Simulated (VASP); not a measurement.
Here is a VASP 6.6.1 calculation.

File INCAR:

```
SYSTEM = MgO
  PREC = Accurate
  ENCUT = 520
  EDIFF = 1E-6
  ISMEAR = 0
  SIGMA = 0.05
  LREAL = .FALSE.
  LASPH = .TRUE.
  NELM = 100
  ALGO = Normal
  ISIF = 2
  LWAVE = .FALSE.
  LCHARG = .TRUE.
  GGA = PS
  LELF = .TRUE.
  LVHAR = .TRUE.
  NBANDS = 26
```

The input KPOINTS:

```
Automatic mesh
0
G
  9 9 4
  0 0 0
```

The input POSCAR:

```
MgO
1.0
    3.2553371795      0.0000000000      0.0000000000
   -1.6276685897      2.8192046953      0.0000000000
    0.0000000000      0.0000000000     10.4149514991
Mg O
4 4
Direct
    0.3333333333      0.6666666667      0.9695963559
    0.0000000000      0.0000000000      0.2209473890
    0.0000000000      0.0000000000      0.7209473890
    0.6666666667      0.3333333333      0.4695963559
    0.3333333333      0.6666666667      0.7799156657
   -0.0399344193      0.0000000000      0.4671284932
    0.0000000000      0.0000000000      0.0295387694
    0.6666666667      0.3333333333      0.2799156657
```

Potentials or basis: VASP PAW PBE potentials, release 64 (Mg, O).

The run is started by

```bash
$ cat potpaw_PBE.64/Mg/POTCAR potpaw_PBE.64/O/POTCAR > POTCAR
$ mpirun -np 1 vasp_std > vasp.out
```

Q: Predict the band gap on the k mesh.

A: 0.92 eV, direct.

Q: Predict the largest force.

A: 4.728 eV/Å.

Q: Estimate the pressure.

A: 3.8 GPa.

Stress tensor (GPa, compression positive):
```
 6.79 -3.86 -0.07
-3.86  6.14 -0.02
-0.07 -0.02 -1.58
```

Caveat: the cell differs from its parent crystal (atom 6 (O) moved by -0.130 Å along [1 0 0] and -0.650 Å along [0 0 1]); the PAW data sets were made with another functional, which shifts forces and pressure a little. A k mesh can miss the band edges.
